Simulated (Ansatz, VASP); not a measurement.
## Two plane-wave programs on WSe2

```
Se W
1.0
     3.41694    0.00000    0.00000
    -1.70847    2.95916    0.00000
     0.00000    0.00000   32.73749
Se W
2 1
Direct
  0.33333 0.66667 0.44997
  0.33333 0.66667 0.55003
  0.66667 0.33333 0.50000
```

Change from the starting cell: biaxial strain +0.040, atoms relaxed.

Alike in both runs: functional PBE; dispersion D3(BJ); k mesh 12 × 12 × 1; occupations gaussian, width 0.02 eV; no spin polarisation.

Ansatz relaxed the structure, and its values are those at the end. VASP's run is a single point on that final structure, the one shown.

|  | VASP | Ansatz |
| --- | --- | --- |
| version | VASP 6.6.1 | Ansatz 0.2.0 |
| potentials or method | VASP PAW PBE potentials, release 64 (Se, W_sv), cutoff 520 eV | scalar-relativistic, plane waves, PAW |
| valence electrons in the cell | 26 | 46 |

VASP gave:

| Item | Value |
| --- | --- |
| gap on the k mesh at the Fermi level (eV) | 1.19 |
| least direct gap on the mesh (eV) | 1.22 |
| rms of the force components (eV/Å) | 0.019 |

Q: Which values does Ansatz return?

A: gap on the k mesh at the Fermi level (eV): 1.19; least direct gap on the mesh (eV): 1.22; rms of the force components (eV/Å): 0.000.

VASP's potentials hold 26 valence electrons a cell and Ansatz's 46, so a difference there can come from the potentials and not from the codes. Ansatz's warnings: stress scf threshold loose, xc potential rough in thin density.

Spin-orbit coupling is off throughout.
